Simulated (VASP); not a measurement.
Crystal: PbS.

```
Pb S
1.0
     2.13495   -6.07177    0.00000
     2.13495    6.07177    0.00000
     0.00000    0.00000    4.40743
Pb S
2 2
Direct
  0.86558 0.13442 0.75000
  0.13442 0.86558 0.25000
  0.64597 0.35403 0.75000
  0.35403 0.64597 0.25000
```

This cell differs from its parent crystal: strain +3.5%.

Base run:

| Item | Value |
| --- | --- |
| Program | VASP 6.6.1 |
| Functional | PBE |
| Potentials or basis | VASP PAW PBE potentials, release 64 (Pb_d, S) |
| Cutoff | 520 eV |
| k mesh | 6 × 6 × 6 |
| Occupations | fermi-dirac, width 0.02 eV |
| Spin | no spin polarisation |

Its results: band gap on the k mesh 1.56 eV (least direct gap 1.57 eV); pressure -1.4 GPa; largest force 0.128 eV/Å.

**Question.** The run is repeated on the same cell with these changes: functional from PBE to r2SCAN; occupations from fermi-dirac, width 0.02 eV to gaussian, width 0.01 eV. What comes out?

**Answer.** Band gap on the k mesh 1.84 eV (least direct gap 1.92 eV); pressure -2.5 GPa; largest force 0.021 eV/Å.

Caveats: spin-orbit coupling is left out, which moves the levels of the heavy elements; the PAW data sets were made with another functional, which shifts forces and pressure a little (at least some runs).

A k mesh can miss the band edges.
